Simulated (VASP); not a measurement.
# Al2Pt (P1) in VASP: notebook

The runs below take Al2Pt through single point, with r2SCAN.

Everything below comes from runs of VASP 6.6.1. Logs are shortened: lines on timing, memory, paths and dates and some standing lists are left out, and cuts for length are marked.

**1. The cell of the first run**

The typed cell holds 3 atoms: a = 4.179 Å, b = 4.179 Å, c = 4.179 Å, α = 60.00°, β = 60.00°, γ = 60.00°.

**2. Single point, r2SCAN**

Input file POSCAR:

```
Al2Pt
1.0
    0.0000000000      2.9550000000      2.9550000000
    2.9550000000      0.0000000000      2.9550000000
    2.9550000000      2.9550000000      0.0000000000
Al Pt
2 1
Direct
    0.2663683587      0.2197358714      0.2619873096
    0.7645473773      0.7121433164      0.7707477157
   -0.0042758037      0.0094216582     -0.0045275804
```

Input file INCAR.step1:

```
SYSTEM = Al2Pt
ALGO     = Normal         ! electronic algorithm
EDIFF    = 1E-4           ! SCF threshold, eV
ENCUT    = 520            ! plane-wave cutoff, eV
GGA      = PE             ! functional
ISMEAR   = -1             ! smearing method
LASPH    = .TRUE.         ! aspherical terms in the spheres
LCHARG   = .FALSE.        ! write CHGCAR
LREAL    = .FALSE.        ! projectors in reciprocal space
LWAVE    = .TRUE.         ! write WAVECAR
NBANDS   = 15             ! bands
NELM     = 60             ! most SCF steps
PREC     = Accurate       ! precision mode
SIGMA    = 0.08           ! smearing width, eV
```

Input file INCAR.step2:

```
SYSTEM = Al2Pt
ALGO     = Normal         ! electronic algorithm
EDIFF    = 1E-6           ! SCF threshold, eV
ENCUT    = 520            ! plane-wave cutoff, eV
ISIF     = 2              ! what is computed and relaxed
ISMEAR   = -1             ! smearing method
ISTART   = 1            
LASPH    = .TRUE.         ! aspherical terms in the spheres
LCHARG   = .FALSE.        ! write CHGCAR
LMIXTAU  = .TRUE.       
LREAL    = .FALSE.        ! projectors in reciprocal space
LWAVE    = .FALSE.        ! write WAVECAR
METAGGA  = R2SCAN         ! meta-GGA
NBANDS   = 15             ! bands
NELM     = 60             ! most SCF steps
PREC     = Accurate       ! precision mode
SIGMA    = 0.08           ! smearing width, eV
```

Input file KPOINTS:

```
k-points
0
G
  6 6 6
  0 0 0
```

Potentials or basis: VASP PAW PBE potentials, release 64 (Al, Pt).

Command:

```console
$ cat potpaw_PBE.64/Al/POTCAR potpaw_PBE.64/Pt/POTCAR > POTCAR
$ cp INCAR.step1 INCAR
$ mpirun -np 1 vasp_std > vasp.out
$ cp INCAR.step2 INCAR
$ mpirun -np 1 vasp_std > vasp.out
```

OUTCAR:

```text
SYSTEM = Al2Pt
   EDIFF = 1E-6
   ENCUT = 520
   ISIF = 2
   ISMEAR = -1
   ISTART = 1
   LASPH = .TRUE.
   LREAL = .FALSE.
   METAGGA = R2SCAN
   NELM = 60
   PREC = Accurate

 ion  position               nearest neighbor table
   1  0.266  0.220  0.262-   3 2.49   3 2.51   3 2.55   3 2.69   2 2.93   2 2.93   2 2.95   2 2.96
                             2 2.98   2 2.98
   2  0.765  0.712  0.771-   3 2.40   3 2.58   3 2.63   3 2.65   1 2.93   1 2.93   1 2.95   1 2.96
                             1 2.98   1 2.98
   3  0.996  0.009  0.995-   2 2.40   1 2.49   1 2.51   1 2.55   2 2.58   2 2.63   2 2.65   1 2.69

  LATTYP: Found a face centered cubic cell.
 ALAT       =     5.9100000000

  Lattice vectors:

 A1 = (   0.0000000000,   2.9550000000,   2.9550000000)
 A2 = (   2.9550000000,   0.0000000000,   2.9550000000)
 A3 = (   2.9550000000,   2.9550000000,   0.0000000000)

Analysis of symmetry for initial positions (statically):
=====================================================================
 Subroutine PRICEL returns:
 Original cell was already a primitive cell.

 Routine SETGRP: Setting up the symmetry group for a
 face centered cubic supercell.

 Subroutine GETGRP returns: Found  1 space group operations
 (whereof  1 operations were pure point group operations)
 out of a pool of 48 trial point group operations.

The static configuration has the point symmetry C_1 .

Analysis of symmetry for dynamics (positions and initial velocities):
=====================================================================
 Subroutine PRICEL returns:
 Original cell was already a primitive cell.

 Routine SETGRP: Setting up the symmetry group for a
 face centered cubic supercell.

 Subroutine GETGRP returns: Found  1 space group operations
 (whereof  1 operations were pure point group operations)
 out of a pool of 48 trial point group operations.

The dynamic configuration has the point symmetry C_1 .

 Subroutine INISYM returns: Found  1 space group operations
 (whereof  1 operations are pure point group operations),
 and found     1 'primitive' translations

----------------------------------------------------------------------------------------

                                     Primitive cell

  volume of cell :      51.6063

  direct lattice vectors                    reciprocal lattice vectors
     0.000000000  2.955000000  2.955000000    -0.169204738  0.169204738  0.169204738
     2.955000000  0.000000000  2.955000000     0.169204738 -0.169204738  0.169204738
     2.955000000  2.955000000  0.000000000     0.169204738  0.169204738 -0.169204738

  length of vectors
     4.179001077  4.179001077  4.179001077     0.293071203  0.293071203  0.293071203

  position of ions in fractional coordinates (direct lattice)
     0.266368359  0.219735871  0.261987310
[... 96 lines left out ...]
   EFERMI_NEDOS =   21; number of points for ismear=-14 and -15
   IALGO  =     38    algorithm
   IMIX   =      4    mixing-type and parameters
     AMIX     =   0.40;   BMIX     =  1.00
     AMIX_MAG =   1.60;   BMIX_MAG =  1.00
  volume/ion in A,a.u.               =      17.20       116.09
  Fermi-wavevector in a.u.,A,eV,Ry     =   1.108019  2.093853 16.703966  1.227707
  Thomas-Fermi vector in A             =   2.244541
   LORBIT       =      0    0 simple, 1 ext, 2 COOP (PROOUT), +10 PAW based schemes
   METAGGA = R2SCAN    functional components
   LHFCALC =     F    Hartree Fock is set to
   AEXX    =    0.0000 exact exchange contribution
   IVDW    =     0    specifies the selected vdW correction
   LEPSILON=     F    determine dielectric tensor
   LRPA    =     F    only Hartree local field effects (RPA)
 non-spin polarized calculation
  energy-cutoff  :      520.00
  volume of cell :       51.61
 maximum number of plane-waves:      1411
   NGX = 15   NGY = 15   NGZ = 15

 number of electron      16.0000000 magnetization

 Free energy of the ion-electron system (eV)
  ---------------------------------------------------
  ext. energy  EPLUGINS =         0.00000000
  ---------------------------------------------------
  free energy    TOTEN  =       -67.81631888 eV

  energy without entropy =      -67.79793256  energy(sigma->0) =      -67.80712572

 E-fermi :   7.8550     XC(G=0): -11.4549

 val. band max:        7.7930636312   @ k =   0.3333  -0.3333  -0.3333
 cond. band min:       8.0465282572   @ k =   0.1667  -0.1667  -0.3333
 fundamental gap:      0.2534646260
 Fermi energy:         7.8549514636

 k-point     1 :       0.0000    0.0000    0.0000
  band No.  band energies     occupation
      1      -2.9488      2.00000
      2       2.4137      2.00000
      3       2.4586      2.00000
      4       2.4820      2.00000
      5       3.8406      2.00000
      6       3.8529      2.00000
      7      11.3208      0.00000
      8      11.7113      0.00000
      9      11.7358      0.00000
     10      11.7800      0.00000
     11      13.5770      0.00000
     12      13.5787      0.00000
     13      13.6952      0.00000
     14      14.6723      0.00000
[... 401 lines left out ...]
      2       1.8634      2.00000
      3       2.8163      2.00000
      4       2.8675      2.00000
      5       3.5388      2.00000
      6       4.0839      2.00000
      7       6.2226      2.00000
      8       8.4333      0.00145
      9       8.9236      0.00000
     10      11.6544      0.00000
     11      13.1412      0.00000
     12      14.6581      0.00000
     13      15.1604      0.00000
     14      15.3624      0.00000
     15      17.8980      0.00000

 [... further k-points ...]

------------------------ aborting loop because EDIFF is reached ----------------------------------------

  FORCE on cell =-STRESS in cart. coord.  units (eV):
  Direction    XX          YY          ZZ          XY          YZ          ZX
  --------------------------------------------------------------------------------------
  -------------------------------------------------------------------------------------
  Total        0.2263871      0.1266464      0.2258149     -0.5018938     -0.2686447      0.3367256
  in kB        7.0284525      3.9318850      7.0106887    -15.5818837     -8.3403910     10.4540440
  external PRESSURE =       5.9903421 kB  Pullay stress =       0.0000000 kB

 VOLUME and BASIS-vectors are now :
 -----------------------------------------------------------------------------
  energy-cutoff  :      520.00
  volume of cell :       51.61
      direct lattice vectors                 reciprocal lattice vectors
     0.000000000  2.955000000  2.955000000    -0.169204738  0.169204738  0.169204738
     2.955000000  0.000000000  2.955000000     0.169204738 -0.169204738  0.169204738
     2.955000000  2.955000000  0.000000000     0.169204738  0.169204738 -0.169204738

 POSITION                                       TOTAL-FORCE (eV/Angst)
 -----------------------------------------------------------------------------------
      1.42349      1.56129      1.43644         0.220274     -0.391308      0.077614
      4.38194      4.53680      4.36362         0.489100     -0.735064      0.600639
      2.96946      5.88399      2.97021        -0.709374      1.126372     -0.678253
 -----------------------------------------------------------------------------------
    total drift:                               -0.002713      0.000175      0.000849

  FREE ENERGIE OF THE ION-ELECTRON SYSTEM (eV)
  ---------------------------------------------------
  free  energy   TOTEN  =       -67.8163188835 eV

  energy  without entropy=      -67.7979325569  energy(sigma->0) =      -67.80712572
```

OUTCAR.step1:

```text
SYSTEM = Al2Pt
   EDIFF = 1E-4
   ENCUT = 520
   GGA = PE
   ISMEAR = -1
   LASPH = .TRUE.
[... 657 lines left out ...]
      1.42349      1.56129      1.43644         0.221651     -0.393196      0.077714
      4.38194      4.53680      4.36362         0.494075     -0.741286      0.605650
      2.96946      5.88399      2.97021        -0.715726      1.134482     -0.683364
 -----------------------------------------------------------------------------------
    total drift:                                0.000589     -0.000906      0.000535

  FREE ENERGIE OF THE ION-ELECTRON SYSTEM (eV)
  ---------------------------------------------------
  free  energy   TOTEN  =       -16.1544133277 eV

  energy  without entropy=      -16.1340818266  energy(sigma->0) =      -16.14424758
```

Run time: 3.1 min. Hardware: 1 thread of Intel Xeon Platinum 8375C at 2.90GHz (Ice Lake), shared host; peak memory 0.25 GiB.

What came out:

- Free energy: -67.8163 eV
- Pressure: 0.6 GPa
- Largest force: 1.494 eV/Å
- Band gap on the k mesh: zero (band 8 reaches 11.71 eV, above the bottom of band 9 at 6.14 eV)

Forces in eV/Å, atoms in the order of the input:
```
Al   0.220 -0.391  0.078
Al   0.489 -0.735  0.601
Pt  -0.709  1.126 -0.678
```

Caveat: the PAW data sets were made with another functional, which shifts forces and pressure a little; spin-orbit coupling is left out, which moves the levels of the heavy elements.

**3. Single point, r2SCAN**

Input file POSCAR:

```
Al2Pt
1.0
    0.0000000000      2.9550000000      2.9550000000
    2.9550000000      0.0000000000      2.9550000000
    2.9550000000      2.9550000000      0.0000000000
Al Pt
2 1
Direct
    0.2766436548      0.1973272420      0.2711143824
    0.7718900169      0.6953103215      0.7818159052
   -0.0067125212      0.0148489002     -0.0073206430
```

Input file INCAR.step1:

```
PREC = Accurate
ENCUT = 520
ISMEAR = -1
SIGMA = 0.08
LREAL = False
LASPH = True
NELM = 60
NBANDS = 15
GGA = PE
ALGO = Normal
EDIFF = 1E-4
LWAVE = True
LCHARG = False
```

Input file INCAR.step2:

```
PREC = Accurate
ENCUT = 520
EDIFF = 1E-6
ISMEAR = -1
SIGMA = 0.08
LREAL = False
LASPH = True
NELM = 60
ALGO = Normal
ISIF = 2
LWAVE = False
LCHARG = False
METAGGA = R2SCAN
LMIXTAU = True
NBANDS = 15
ISTART = 1
```

Input file KPOINTS:

```
Automatic mesh
0
Gamma
  6 6 6
```

Potentials or basis: VASP PAW PBE potentials, release 64 (Al, Pt).

Command:

```console
$ cat potpaw_PBE.64/Al/POTCAR potpaw_PBE.64/Pt/POTCAR > POTCAR
$ cp INCAR.step1 INCAR
$ mpirun -np 1 vasp_std > vasp.out
$ cp INCAR.step2 INCAR
$ mpirun -np 1 vasp_std > vasp.out
```

OUTCAR:

```text
PREC = Accurate
   ENCUT = 520
   EDIFF = 1E-6
   ISMEAR = -1
   LREAL = False
   LASPH = True
   NELM = 60
   ISIF = 2
   METAGGA = R2SCAN
   ISTART = 1

 ion  position               nearest neighbor table
   1  0.277  0.197  0.271-   3 2.45   3 2.47   3 2.55   3 2.79   2 2.93   2 2.94   2 2.94   2 2.97
                             2 2.98   2 2.98
   2  0.772  0.695  0.782-   3 2.32   3 2.58   3 2.67   3 2.70   1 2.93   1 2.94   1 2.94   1 2.97
                             1 2.98   1 2.98
   3  0.993  0.015  0.993-   2 2.32   1 2.45   1 2.47   1 2.55   2 2.58   2 2.67   2 2.70   1 2.79

  LATTYP: Found a face centered cubic cell.
 ALAT       =     5.9100000000

  Lattice vectors:

 A1 = (   0.0000000000,   2.9550000000,   2.9550000000)
 A2 = (   2.9550000000,   0.0000000000,   2.9550000000)
 A3 = (   2.9550000000,   2.9550000000,   0.0000000000)

Analysis of symmetry for initial positions (statically):
=====================================================================
 Subroutine PRICEL returns:
 Original cell was already a primitive cell.

 Routine SETGRP: Setting up the symmetry group for a
 face centered cubic supercell.

[... 185 lines left out ...]
     10      11.7668      0.00000
     11      13.5888      0.00000
     12      13.5963      0.00000
     13      13.8371      0.00000
     14      14.6917      0.00000
[... 401 lines left out ...]
      2       1.8532      2.00000
      3       2.7798      2.00000
      4       2.8551      2.00000
      5       3.4859      2.00000
      6       4.0291      2.00000
      7       6.1994      2.00000
      8       8.4383      0.00179
      9       8.9476      0.00000
     10      11.5916      0.00000
     11      13.0831      0.00000
     12      14.5873      0.00000
     13      15.2604      0.00000
     14      15.5075      0.00000
     15      17.8596      0.00000

 [... further k-points ...]

------------------------ aborting loop because EDIFF is reached ----------------------------------------

  FORCE on cell =-STRESS in cart. coord.  units (eV):
  Direction    XX          YY          ZZ          XY          YZ          ZX
  --------------------------------------------------------------------------------------
  -------------------------------------------------------------------------------------
  Total        0.9163890      0.6014491      0.8783674     -0.8451264     -0.5221025      0.5728971
  in kB       28.4503752     18.6726965     27.2699512    -26.2379450    -16.2092853     17.7862658
  external PRESSURE =      24.7976743 kB  Pullay stress =       0.0000000 kB

 VOLUME and BASIS-vectors are now :
 -----------------------------------------------------------------------------
  energy-cutoff  :      520.00
  volume of cell :       51.61
      direct lattice vectors                 reciprocal lattice vectors
     0.000000000  2.955000000  2.955000000    -0.169204738  0.169204738  0.169204738
     2.955000000  0.000000000  2.955000000     0.169204738 -0.169204738  0.169204738
     2.955000000  2.955000000  0.000000000     0.169204738  0.169204738 -0.169204738

 POSITION                                       TOTAL-FORCE (eV/Angst)
 -----------------------------------------------------------------------------------
      1.38425      1.61862      1.40058         0.325287     -0.639292      0.114998
      4.36491      4.59120      4.33558         0.841058     -1.195454      0.983254
      2.97725      5.86853      2.97904        -1.166345      1.834746     -1.098252
 -----------------------------------------------------------------------------------
    total drift:                                0.003694      0.000352     -0.000402

  FREE ENERGIE OF THE ION-ELECTRON SYSTEM (eV)
  ---------------------------------------------------
  free  energy   TOTEN  =       -67.6490902868 eV

  energy  without entropy=      -67.6303335416  energy(sigma->0) =      -67.63971191
```

OUTCAR.step1:

```text
PREC = Accurate
   ENCUT = 520
   ISMEAR = -1
   LREAL = False
   LASPH = True
   NELM = 60
[... 656 lines left out ...]
      1.38425      1.61862      1.40058         0.324174     -0.641192      0.113752
      4.36491      4.59120      4.33558         0.849464     -1.201842      0.990398
      2.97725      5.86853      2.97904        -1.173638      1.843034     -1.104150
 -----------------------------------------------------------------------------------
    total drift:                                0.000849     -0.001647      0.000918

  FREE ENERGIE OF THE ION-ELECTRON SYSTEM (eV)
  ---------------------------------------------------
  free  energy   TOTEN  =       -15.9859900051 eV

  energy  without entropy=      -15.9651871210  energy(sigma->0) =      -15.97558856
```

OSZICAR.step1:

```text
N       E                     dE             d eps       ncg     rms          rms(c)
DAV:   1     0.506356894010E+02    0.50636E+02   -0.66920E+03  3368   0.912E+02
DAV:   2    -0.149736390659E+02   -0.65609E+02   -0.57724E+02  4214   0.166E+02
DAV:   3    -0.165688910722E+02   -0.15953E+01   -0.15855E+01  4320   0.251E+01
DAV:   4    -0.165819767889E+02   -0.13086E-01   -0.13084E-01  4081   0.268E+00
DAV:   5    -0.165822127177E+02   -0.23593E-03   -0.23593E-03  4481   0.373E-01    0.869E+00
DAV:   6    -0.160992015963E+02    0.48301E+00   -0.18363E+00  3997   0.122E+01    0.229E+00
DAV:   7    -0.160166343826E+02    0.82567E-01   -0.14475E-01  3738   0.351E+00    0.168E+00
DAV:   8    -0.159862562226E+02    0.30378E-01   -0.32677E-02  4186   0.146E+00    0.262E-01
DAV:   9    -0.159859119081E+02    0.34431E-03   -0.25060E-03  3836   0.382E-01    0.139E-01
DAV:  10    -0.159859900051E+02   -0.78097E-04   -0.34640E-04  3955   0.133E-01
   1 F= -.15985990E+02 E0= -.15975589E+02  d E =-.208029E-01
```

Run time: 3.2 min. Hardware: 1 thread of Intel Xeon Platinum 8375C at 2.90GHz (Ice Lake), shared host; peak memory 0.24 GiB.

Results:

```yaml
Free_energy: -67.6491 eV
Pressure: 2.5 GPa
Largest_force: 2.436 eV/Å
Band_gap_on_the_k_mesh: zero (band 8 reaches 11.66 eV, above the bottom of band 9 at 6.21 eV)
```

Forces in eV/Å, atoms in the order of the input:
```
Al   0.325 -0.639  0.115
Al   0.841 -1.195  0.983
Pt  -1.166  1.835 -1.098
```

Stress tensor (GPa, compression positive):
```
 2.85 -2.62  1.78
-2.62  1.87 -1.62
 1.78 -1.62  2.73
```

Caveat: the PAW data sets were made with another functional, which shifts forces and pressure a little; spin-orbit coupling is left out, which moves the levels of the heavy elements.

(Part 1 of 2 ends here.)
